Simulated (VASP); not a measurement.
Here is a VASP 6.6.1 calculation.

File INCAR:

```
SYSTEM = AlInSb2
PREC = Accurate
ENCUT = 520
EDIFF = 1E-7
ISMEAR = 0
SIGMA = 0.05
LREAL = .False.
LASPH = .True.
NELM = 60
ALGO = Normal
ISIF = 2
LWAVE = .False.
LCHARG = .False.
GGA = CA
NBANDS = 21
```

KPOINTS

```
regular mesh
0
Gamma
  8 8 6
  0 0 0
```

The input POSCAR:

```
AlInSb2
1.0
    4.3252226885      0.0000000000      0.0000000000
    0.0000000000      4.3252226885      0.0000000000
    0.0000000000      0.0000000000      6.5972621668
Al In Sb
1 1 2
Direct
    0.0000000000      0.0000000000      0.0000000000
    0.5000000000      0.5000000000      0.5000000000
    0.0000000000      0.5000000000      0.1940770864
    0.5000000000      0.0000000000      0.8059229136
```

Potentials or basis: VASP PAW LDA potentials, release 64 (Al, In_d, Sb).

Launch:

```sh
$ cat potpaw_LDA.64/Al/POTCAR potpaw_LDA.64/In_d/POTCAR potpaw_LDA.64/Sb/POTCAR > POTCAR
$ mpirun -np 1 vasp_std > vasp.out
```

Q: What does it give for the pressure?

A: 1.7 GPa.

Q: What does it give for the largest force?

A: 2.440 eV/Å.

Q: Estimate the band gap on the k mesh.

A: Zero (bands 13 and 14 overlap by 0.71 eV).

Stress tensor (GPa, compression positive):
```
 3.51  0.00  0.00
 0.00  3.51  0.00
 0.00  0.00 -1.92
```

Caveat: the stress differs along the axes, from -2 to 4 GPa; semilocal functionals underestimate gaps, and a narrow one can read as zero; spin-orbit coupling is left out, which moves the levels of the heavy elements; forces of over 1 eV/Å act on the atoms, so gaps and moduli don't describe the material at rest.
